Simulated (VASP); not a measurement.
# AlN (P6_3mc) in VASP: relaxation of cell and atoms with r2SCAN

Aim: the relaxation of cell and atoms of AlN with r2SCAN.

All numbers are computed with VASP 6.6.1; they aren't measurements. Logs are shortened: lines on timing, memory, paths and dates and some standing lists are left out, and cuts for length are marked.

## 1. The cell of the first run

The structure is hexagonal, space group P6_3mc (No. 186). Conventional cell: a = 3.113 Å, b = 3.113 Å, c = 4.981 Å, α = 90.00°, β = 90.00°, γ = 120.00°. Within 2.5 Å of Al (site symmetry 3m) lie 4 N at 1.89 Å. N (site symmetry 3m) has 4 Al at 1.89 Å within 2.5 Å.

## 2. Relaxation of cell and atoms, r2SCAN

The input, POSCAR:

```
AlN
1.0
    3.1130000000      0.0000000000      0.0000000000
   -1.5565000000      2.6959370820      0.0000000000
    0.0000000000      0.0000000000      4.9810000000
Al N
2 2
Direct
    0.3333333333      0.6666666667      0.0000000000
    0.6666666667      0.3333333333      0.5000000000
    0.3333333333      0.6666666667      0.3800000000
    0.6666666667      0.3333333333      0.8800000000
```

The input, INCAR.step1:

```
PREC = Accurate
ENCUT = 600
ISMEAR = -1
SIGMA = 0.08
LREAL = False
LASPH = True
NELM = 80
GGA = PE
ALGO = Normal
EDIFF = 1E-4
LWAVE = True
LCHARG = False
```

The input, INCAR.step2:

```
PREC = Accurate
ENCUT = 600
EDIFF = 1E-7
ISMEAR = -1
SIGMA = 0.08
LREAL = False
LASPH = True
NELM = 80
ALGO = Normal
ISIF = 3
LWAVE = False
LCHARG = False
METAGGA = R2SCAN
LMIXTAU = True
IBRION = 2
NSW = 100
EDIFFG = -0.002
ISTART = 1
```

The input, KPOINTS:

```
Automatic mesh
0
Gamma
  12 12 6
```

Potentials or basis: VASP PAW PBE potentials, release 64 (Al, N).

On the command line:

```
$ cat potpaw_PBE.64/Al/POTCAR potpaw_PBE.64/N/POTCAR > POTCAR
$ cp INCAR.step1 INCAR
$ mpirun -np 1 vasp_std > vasp.out
$ cp INCAR.step2 INCAR
$ mpirun -np 1 vasp_std > vasp.out
```

OUTCAR:

```text
PREC = Accurate
   ENCUT = 600
   EDIFF = 1E-7
   ISMEAR = -1
   LREAL = False
   LASPH = True
   NELM = 80
   ISIF = 3
   METAGGA = R2SCAN
   IBRION = 2
   NSW = 100
   EDIFFG = -0.002
   ISTART = 1

 ion  position               nearest neighbor table
   1  0.333  0.667  0.000-   3 1.89   4 1.89   4 1.89   4 1.89   2 3.07   2 3.07   2 3.07   2 3.07
                             2 3.07   2 3.07
   2  0.667  0.333  0.500-   4 1.89   3 1.89   3 1.89   3 1.89   1 3.07   1 3.07   1 3.07   1 3.07
                             1 3.07   1 3.07
   3  0.333  0.667  0.380-   1 1.89   2 1.89   2 1.89   2 1.89
   4  0.667  0.333  0.880-   2 1.89   1 1.89   1 1.89   1 1.89

  LATTYP: Found a hexagonal cell.
 ALAT       =     3.1130000000
 C/A-ratio  =     1.6000642467

  Lattice vectors:

 A1 = (   3.1130000000,   0.0000000000,   0.0000000000)
 A2 = (  -1.5565000000,   2.6959370820,   0.0000000000)
 A3 = (   0.0000000000,   0.0000000000,   4.9810000000)

Analysis of symmetry for initial positions (statically):
=====================================================================
 Subroutine PRICEL returns:
 Original cell was already a primitive cell.

 Routine SETGRP: Setting up the symmetry group for a
 hexagonal supercell.

 Subroutine GETGRP returns: Found 12 space group operations
 (whereof  6 operations were pure point group operations)
 out of a pool of 24 trial point group operations.

The static configuration has the point symmetry C_3v.
 The point group associated with its full space group is C_6v.

Analysis of symmetry for dynamics (positions and initial velocities):
=====================================================================
 Subroutine PRICEL returns:
 Original cell was already a primitive cell.

 Routine SETGRP: Setting up the symmetry group for a
 hexagonal supercell.

 Subroutine GETGRP returns: Found 12 space group operations
 (whereof  6 operations were pure point group operations)
 out of a pool of 24 trial point group operations.

The dynamic configuration has the point symmetry C_3v.
 The point group associated with its full space group is C_6v.

 Subroutine INISYM returns: Found 12 space group operations
 (whereof  6 operations are pure point group operations),
 and found     1 'primitive' translations

----------------------------------------------------------------------------------------

                                     Primitive cell

  volume of cell :      41.8028

  direct lattice vectors                    reciprocal lattice vectors
     3.113000000  0.000000000  0.000000000     0.321233537  0.185464269  0.000000000
    -1.556500000  2.695937082  0.000000000     0.000000000  0.370928538  0.000000000
     0.000000000  0.000000000  4.981000000     0.000000000  0.000000000  0.200762899

  length of vectors
     3.113000000  3.113000000  4.981000000     0.370928538  0.370928538  0.200762899

  position of ions in fractional coordinates (direct lattice)
     0.333333333  0.666666667  0.000000000
     0.666666667  0.333333333  0.500000000
     0.333333333  0.666666667  0.380000000
     0.666666667  0.333333333  0.880000000

  ion indices of the primitive-cell ions
   primitive index   ion index
                 1           1
                 2           2
                 3           3
                 4           4

----------------------------------------------------------------------------------------

 KPOINTS: Automatic mesh

Automatic generation of k-mesh.
 Grid dimensions read from file:
 generate k-points for:   12   12    6

 Generating k-lattice:

  Cartesian coordinates                     Fractional coordinates (reciprocal lattice)
     0.026769461  0.015455356  0.000000000     0.083333333  0.000000000  0.000000000
     0.000000000  0.030910711  0.000000000     0.000000000  0.083333333  0.000000000
     0.000000000  0.000000000  0.033460483     0.000000000  0.000000000  0.166666667

  Length of vectors
     0.030910711  0.030910711  0.033460483

  Shift w.r.t. Gamma in fractional coordinates (k-lattice)
     0.000000000  0.000000000  0.000000000

 Subroutine IBZKPT returns following result:
 ===========================================

 Found     76 irreducible k-points:

 Following reciprocal coordinates:
            Coordinates               Weight
  0.000000  0.000000  0.000000      1.000000
  0.083333  0.000000  0.000000      6.000000
  0.166667  0.000000  0.000000      6.000000
  0.250000  0.000000  0.000000      6.000000
  0.333333  0.000000  0.000000      6.000000
  0.416667  0.000000  0.000000      6.000000
[... 16 lines left out ...]
  0.250000  0.000000  0.166667     12.000000
  0.333333  0.000000  0.166667     12.000000
 [... further k-points ...]
   k-points           NKPTS =     76   k-points in BZ     NKDIM =     76   number of bands    NBANDS=     12
   number of dos      NEDOS =    301   number of ions     NIONS =      4
   total plane-waves  NPLWV =  31360
   dimension x,y,z NGX =    28 NGY =   28 NGZ =   40
   dimension x,y,z NGXF=    56 NGYF=   56 NGZF=   80
   ions per type =               2   2
   NGX,Y,Z   is equivalent  to a cutoff of  14.95, 14.95, 13.35 a.u.
   NGXF,Y,Z  is equivalent  to a cutoff of  29.91, 29.91, 26.70 a.u.
 SYSTEM =  unknown system
   PREC   = accura    normal or accurate (medium, high low for compatibility)
   ISTART =      1    job   : 0-new  1-cont  2-samecut
   ICHARG =      0    charge: 1-file 2-atom 10-const
   ISPIN  =      1    spin polarized calculation?
   LNONCOLLINEAR =      F non collinear calculations
   LSORBIT =      F    spin-orbit coupling
   LASPH  =      T    aspherical Exc in radial PAW
   ENCUT  =  600.0 eV  44.10 Ry    6.64 a.u.   6.22  6.22  9.95*2*pi/ulx,y,z
   NELM   =     80;   NELMIN=  2; NELMDL=  0     # of ELM steps
   EDIFF  = 0.1E-06   stopping-criterion for ELM
   LREAL  =      F    real-space projection
   EDIFFG = -.2E-02   stopping-criterion for IOM
   NSW    =    100    number of steps for IOM
   IBRION =      2    ionic relax: 0-MD 1-quasi-New 2-CG
   NFREE  =      1    steps in history (QN), initial steepest desc. (CG)
   ISIF   =      3    stress and relaxation
   ISYM   =      2    0-nonsym 1-usesym 2-fastsym
   POTIM  = 0.5000    time-step for ionic-motion
   TEBEG  =    0.0;   TEEND  =   0.0 temperature during run
   PSTRESS=    0.0 pullay stress
   NELECT =      16.0000    total number of electrons
   NUPDOWN=      -1.0000    fix difference up-down
   EMIN   =  10.00;   EMAX   =-10.00  energy-range for DOS
   EFERMI =   0.00;   METHOD = LEGACY
   ISMEAR =    -1;   SIGMA  =   0.08  broadening in eV -4-tet -1-fermi 0-gaus
   EFERMI_NEDOS =   21; number of points for ismear=-14 and -15
   IALGO  =     38    algorithm
   IMIX   =      4    mixing-type and parameters
     AMIX     =   0.40;   BMIX     =  1.00
     AMIX_MAG =   1.60;   BMIX_MAG =  1.00
  volume/ion in A,a.u.               =      10.45        70.52
  Fermi-wavevector in a.u.,A,eV,Ry     =   1.188629  2.246183 19.222843  1.412839
  Thomas-Fermi vector in A             =   2.324754
   LORBIT       =      0    0 simple, 1 ext, 2 COOP (PROOUT), +10 PAW based schemes
   METAGGA = R2SCAN    functional components
   LHFCALC =     F    Hartree Fock is set to
   AEXX    =    0.0000 exact exchange contribution
   IVDW    =     0    specifies the selected vdW correction
   LEPSILON=     F    determine dielectric tensor
   LRPA    =     F    only Hartree local field effects (RPA)
 conjugate gradient relaxation of ions
 non-spin polarized calculation
  energy-cutoff  :      600.00
  volume of cell :       41.80
 maximum number of plane-waves:      1412
 NGX is ok and might be reduce to    28
   NGX = 13   NGY = 13   NGZ = 19

--------------------------------------- Ionic step        1  -------------------------------------------

 number of electron      16.0000000 magnetization

 Free energy of the ion-electron system (eV)
  ---------------------------------------------------
  ext. energy  EPLUGINS =         0.00000000
  ---------------------------------------------------
  free energy    TOTEN  =       -38.45373758 eV

  energy without entropy =      -38.45373758  energy(sigma->0) =      -38.45373758

------------------------ aborting loop because EDIFF is reached ----------------------------------------

  FORCE on cell =-STRESS in cart. coord.  units (eV):
  Direction    XX          YY          ZZ          XY          YZ          ZX
  --------------------------------------------------------------------------------------
  -------------------------------------------------------------------------------------
  Total       -0.4832554     -0.4832554     -0.0086581      0.0000000      0.0000000     -0.0000000
  in kB      -18.5217441    -18.5217441     -0.3318378      0.0000000      0.0000000     -0.0000000
  external PRESSURE =     -12.4584420 kB  Pullay stress =       0.0000000 kB
[... 289 lines left out ...]
  energy  without entropy=      -38.4559377687  energy(sigma->0) =      -38.45593777

--------------------------------------- Ionic step        9  -------------------------------------------

 number of electron      15.9999999 magnetization

 Free energy of the ion-electron system (eV)
  ---------------------------------------------------
  ext. energy  EPLUGINS =         0.00000000
  ---------------------------------------------------
  free energy    TOTEN  =       -38.45593793 eV

  energy without entropy =      -38.45593793  energy(sigma->0) =      -38.45593793

 E-fermi :   7.5644     XC(G=0): -11.4230

 val. band max:        5.9328853575   @ k =   0.0000   0.0000   0.0000
 cond. band min:      10.8648618157   @ k =   0.0000   0.0000   0.0000
 fundamental gap:      4.9319764582
 Fermi energy:         7.5643707776

 k-point     1 :       0.0000    0.0000    0.0000
  band No.  band energies     occupation
      1     -10.0581      2.00000
      2      -7.9316      2.00000
      3      -0.1437      2.00000
      4       5.0456      2.00000
      5       5.0456      2.00000
      6       5.7067      2.00000
      7       5.7067      2.00000
      8       5.9329      2.00000
      9      10.8649      0.00000
     10      13.4840      0.00000
     11      17.5591      0.00000
     12      17.9859      0.00000
[... 331 lines left out ...]
 k-point    24 :       0.3333    0.0000    0.1667
  band No.  band energies     occupation
      1      -8.7336      2.00000
      2      -7.5247      2.00000
      3       0.9615      2.00000
      4       1.9415      2.00000
      5       2.5517      2.00000
      6       4.1179      2.00000
      7       5.1293      2.00000
      8       5.2584      2.00000
      9      12.5117      0.00000
     10      13.3418      0.00000
     11      15.3059      0.00000
     12      17.0788      0.00000

 [... further k-points ...]

------------------------ aborting loop because EDIFF is reached ----------------------------------------

  FORCE on cell =-STRESS in cart. coord.  units (eV):
  Direction    XX          YY          ZZ          XY          YZ          ZX
  --------------------------------------------------------------------------------------
  -------------------------------------------------------------------------------------
  Total       -0.0028291     -0.0028291     -0.0077391      0.0000000      0.0000000      0.0000000
  in kB       -0.1090818     -0.1090818     -0.2983938      0.0000000      0.0000000      0.0000000
  external PRESSURE =      -0.1721858 kB  Pullay stress =       0.0000000 kB
[... 19 lines left out ...]
  FREE ENERGIE OF THE ION-ELECTRON SYSTEM (eV)
  ---------------------------------------------------
  free  energy   TOTEN  =       -38.4559379346 eV

  energy  without entropy=      -38.4559379345  energy(sigma->0) =      -38.45593793

 reached required accuracy - stopping structural energy minimisation
```

Wall time 29 min (1 thread of Intel Xeon 8259CL, shared host); peak memory 0.21 GiB.

What came out:

```yaml
Free_energy: -38.4559 eV
Relaxed_volume: 10.39 Å³/atom
Relaxed_cell: a = 3.105 Å, b = 3.105 Å, c = 4.976 Å, α = 90.00°, β = 90.00°, γ = 120.00°
Space_group_after_relaxing_to_0.1_Å: P6_3mc (No. 186)
Energy_gained_by_relaxing: 0.6 meV/atom
Ionic_steps: 9
Pressure_after_relaxing: 0.0 GPa
Band_gap_on_the_k_mesh: 4.93 eV
```

The path:
```
step  energy change (eV)  largest force (eV/Å)  pressure (GPa)  volume (Å³)
   1              0.0000                0.1251           -1.25        41.80
   2              0.0001                0.0987            1.28        41.31
   3             -0.0021                0.0148           -0.03        41.56
   4             -0.0021                0.0122            0.00        41.56
   5             -0.0022                0.0067            0.01        41.55
   6             -0.0022                0.0009            0.03        41.54
   7             -0.0022                0.0023            0.03        41.55
   8             -0.0022                0.0024           -0.03        41.56
   9             -0.0022                0.0015           -0.02        41.55
```

Final structure:
```yaml
crystal:
  lattice:
    - [3.10530, 0.00000, 0.00000]
    - [-1.55265, 2.68927, 0.00000]
    - [0.00000, 0.00000, 4.97591]
  atoms:
    - { symbol: Al, position: [0.33333, 0.66667, 0.99916] }
    - { symbol: Al, position: [0.66667, 0.33333, 0.49916] }
    - { symbol: N, position: [0.33333, 0.66667, 0.38084] }
    - { symbol: N, position: [0.66667, 0.33333, 0.88084] }
```

Caveat: the PAW data sets were made with another functional, which shifts forces and pressure a little. A k mesh can miss the band edges.
